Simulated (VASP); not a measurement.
CoO: single point with PBE

The system is CoO.

```
CELL_PARAMETERS angstrom
2.82160 0.00000 0.00000
-1.41080 2.44358 0.00000
0.00000 0.00000 2.72818
ATOMIC_POSITIONS crystal
Co 0.33333 0.66667 0.50000
O 0.00000 0.00000 0.00000
```

```
Program             : VASP 6.6.1
Task                : single point
Functional          : PBE
Potentials or basis : VASP PAW PBE potentials, release 64 (Co, O)
Cutoff              : 520 eV
k mesh              : 9 × 9 × 6
Occupations         : gaussian, width 0.1 eV
Spin                : collinear spin, ferromagnetic start
Starting moments    : [3.0, 0.0] μB
```

```
Pressure                                              : -0.3 GPa
Band gap on the k mesh                                : zero (filled and empty bands overlap)
Net moment                                            : 3.00 μB per cell
Site moments                                          : Co +2.55; O +0.41 μB
Valence electrons inside the program's atomic spheres : Co 7.85; O 4.97
```

Stress tensor (GPa, compression positive):
```
-0.03  0.00  0.00
 0.00 -0.03  0.00
 0.00  0.00 -0.85
```

Levels at points of the mesh, in eV from the Fermi level:
Spin up:
```tsv
k point	band 6	band 7	band 8	band 9	band 10	band 11	band 12	band 13
(0.00, 0.00, 0.00)	-2.92	-2.92	-1.02	-1.02	0.72	14.66	16.24	16.24
(0.00, 0.00, 0.50)	-3.30	-2.21	-1.25	-1.25	6.84	6.97	21.55	21.55
```
Spin down:
| k point | band 2 | band 3 | band 4 | band 5 | band 6 | band 7 | band 8 | band 9 | band 10 | band 11 |
| --- | --- | --- | --- | --- | --- | --- | --- | --- | --- | --- |
| (0.00, 0.00, 0.00) | -3.66 | -3.66 | -3.02 | -2.67 | 0.27 | 0.27 | 0.81 | 0.81 | 1.33 | 15.06 |
| (0.00, 0.00, 0.50) | -8.29 | -3.01 | -3.01 | -1.00 | -1.00 | -0.14 | 0.95 | 0.95 | 7.42 | 7.52 |

Run time: 18 s on 1 thread of Intel(R) Xeon(R) Platinum 8488C (Sapphire Rapids), on a shared host, peak memory 0.16 GiB.

Caveat: the k points lie up to 0.38 Å⁻¹ apart; a cell with one magnetic atom can't hold antiferromagnetic order, which such compounds often take; semilocal functionals often make such compounds metallic where correlation or magnetic order opens a gap, which also shifts bond lengths. With open d or f shells a metallic result of PBE can be an artefact of self-interaction; +U or a hybrid may open a gap.
